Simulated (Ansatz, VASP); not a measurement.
# One calculation of C, two programs

INCAR

```
  PREC = Accurate
  ENCUT = 520
  EDIFF = 1E-7
  ISMEAR = 0
  SIGMA = 0.05
  LREAL = False
  LASPH = True
  NELM = 100
  ALGO = Normal
  ISIF = 2
  LWAVE = False
  LCHARG = True
  GGA = PE
  IVDW = 12
  LELF = True
  LVHAR = True
  NBANDS = 11
```

Contents of KPOINTS:

```
Automatic mesh
0
Gamma
  15 15 15
```

POSCAR

```
C
1.0
    1.2530633577      0.7234564669      3.4170642636
   -1.2530633577      0.7234564669      3.4170642636
    0.0000000000     -1.4469129338      3.4170642636
C
2
Direct
    0.1665956179      0.1665956179      0.1665956179
    0.8334043821      0.8334043821      0.8334043821
```

Input for Ansatz:

```yaml
crystal:
  lattice:
    - [1.2530633577, 0.7234564669, 3.4170642636]
    - [-1.2530633577, 0.7234564669, 3.4170642636]
    - [0.0, -1.4469129338, 3.4170642636]
  atoms:
    - { symbol: C, position: [0.1665956179, 0.1665956179, 0.1665956179] }
    - { symbol: C, position: [0.8334043821, 0.8334043821, 0.8334043821] }
basis:
  ecutwfc: 520.0
kpoints:
  mp_grid: { grid: [15, 15, 15] }
hamiltonian:
  xc: pbe
  pseudopotentials: { kind: paw, azcp: { folder: soft_1 } }
  dispersion: d3bj
scf:
  occupations: { method: gaussian, width: 0.05 }
output:
  forces: true
  stress: true
  eigenvalues: true
```

Change from the starting cell: mode 4 frozen in at +0.000 Å, equal normal strain along x, y and z +0.0167.

Alike in both runs: task single point; functional PBE; dispersion D3(BJ); k mesh 15 × 15 × 15; occupations gaussian, width 0.05 eV; no spin polarisation.

|  | VASP | Ansatz |
| --- | --- | --- |
| version | VASP 6.6.1 | Ansatz 0.2.0 |
| potentials or method | VASP PAW PBE potentials, release 64 (C), cutoff 520 eV | scalar-relativistic, plane waves, PAW |
| valence electrons in the cell | 8 | 8 |

```csv
,VASP,Ansatz,Ansatz less VASP
gap on the k mesh at the Fermi level (eV),0.60,0.60,0.000
least direct gap on the mesh (eV),0.60,0.60,0.000
pressure (GPa),-12.8,-13.2,-0.41
"traceless stress, the component that is largest in VASP (GPa)",12.34,12.81,+0.479
```
